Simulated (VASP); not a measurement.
A run of VASP 6.6.1 is set up as follows.

The input INCAR:

```
  PREC = Accurate
  ENCUT = 820
  EDIFF = 1E-6
  ISMEAR = -1
  SIGMA = 0.05
  LREAL = F
  LASPH = T
  NELM = 120
  ALGO = Normal
  ISIF = 2
  LWAVE = F
  LCHARG = F
  GGA = RP
  NBANDS = 33
  GGA_COMPAT = F
```

KPOINTS

```
regular mesh
0
Gamma
  9 9 5
```

POSCAR

```
CuO
1.0
    2.0041536028     -2.1678123362      0.0000000000
    2.0041536028      2.1678123362      0.0000000000
    0.0000000000      0.0000000000      5.1900742137
Cu O
2 2
Direct
    0.5000000000      0.0000000000      0.0000000000
    0.0000000000      0.5000000000      0.5000000000
    0.5000000000      0.5000000000      0.2500000000
    0.5000000000      0.5000000000      0.7500000000
```

Potentials or basis: VASP PAW PBE potentials, release 64 (Cu_sv_GW, O).

Command:

```bash
$ cat potpaw_PBE.64/Cu_sv_GW/POTCAR potpaw_PBE.64/O/POTCAR > POTCAR
$ mpirun -np 1 vasp_std > vasp.out
```

Task: What does it give for the pressure?

Result: 2.7 GPa.

Task: Predict the band gap on the k mesh.

Result: Zero (bands 25 and 26 overlap by 0.83 eV).

Stress tensor (GPa, compression positive):
```
3.28 0.00 0.00
0.00 2.32 0.00
0.00 0.00 2.47
```

Caveat: the PAW data sets were made with another functional, which shifts forces and pressure a little; semilocal functionals often make such compounds metallic where correlation or magnetic order opens a gap, which also shifts bond lengths. With open d or f shells a metallic result of RPBE can be an artefact of self-interaction; +U or a hybrid may open a gap.
